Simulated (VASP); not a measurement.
Here is a VASP 6.6.1 calculation.

Contents of INCAR:

```
SYSTEM = Mg
PREC = Accurate ; ENCUT = 520
EDIFF = 1E-6 ; ISMEAR = -1
SIGMA = 0.05 ; LREAL = .FALSE.
LASPH = .TRUE. ; NELM = 100
ALGO = Normal ; ISIF = 2
LWAVE = .FALSE. ; LCHARG = .FALSE.
NBANDS = 9
```

The input KPOINTS:

```
regular mesh
0
G
  10 10 5
  0 0 0
```

POSCAR

```
Mg
1.0
    3.2722434310      0.0000000000      0.0000000000
   -1.6361217155      2.8338459386      0.0000000000
    0.0000000000      0.0000000000      5.3124886887
Mg
2
Direct
    0.6666666667      0.3333333333      0.7500000000
    0.3333333333      0.6666666667      0.2500000000
```

Potentials or basis: VASP PAW LDA potentials, release 64 (Mg).

Command:

```sh
$ cat potpaw_LDA.64/Mg/POTCAR > POTCAR
$ mpirun -np 1 vasp_std > vasp.out
```

(1) What does it give for the band gap on the k mesh?

(2) Estimate the pressure.

Answers

(1) zero (bands 2 and 3 overlap by 1.98 eV).

(2) -4.2 GPa.

Caveat: the cell stands under tension.
